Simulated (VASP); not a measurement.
Crystal: Ni.

```
Ni
1.0
     0.00000    1.76194    1.76194
     1.76194    0.00000    1.76194
     1.76194    1.76194    0.00000
Ni
1
Direct
  0.00000 0.00000 0.00000
```

```yaml
Program: VASP 6.6.1
Task: relaxation of volume and atoms at fixed shape
Functional: PBEsol
Potentials_or_basis: VASP PAW PBE potentials, release 64 (Ni)
Cutoff: 600 eV
k_mesh: 12 × 12 × 12
Occupations: fermi-dirac, width 0.02 eV
Spin: collinear spin, ferromagnetic start
Starting_moments: "[1.5] μB"
```

At the start: pressure -10.3 GPa; volume 10.94 Å³/atom.

Problem. Where does the relaxation end?

Solution. Over 3 steps the energy falls by 18.1 meV/atom and the volume is 10.40 Å³/atom (-5.0 %); space group Fm-3m (No. 225, to 0.1 Å) before and after; moment 0.68 μB per cell.

The path:
```tsv
step	energy change (eV)	largest force (eV/Å)	pressure (GPa)	volume (Å³)
1	0.0000	0.0000	-10.29	10.94
2	0.0017	0.0000	12.65	9.86
3	-0.0181	0.0000	0.00	10.40
```

Final structure:
```cif
data_structure
_symmetry_space_group_name_H-M 'P 1'
_symmetry_Int_Tables_number 1
_cell_length_a 2.4499
_cell_length_b 2.4499
_cell_length_c 2.4499
_cell_angle_alpha 60.000
_cell_angle_beta 60.000
_cell_angle_gamma 60.000
_cell_volume 10.40
loop_
_atom_site_label
_atom_site_type_symbol
_atom_site_fract_x
_atom_site_fract_y
_atom_site_fract_z
_atom_site_occupancy
Ni1 Ni 0.00000 0.00000 0.00000 1
```

Caveat: the PAW data sets were made with another functional, which shifts forces and pressure a little.
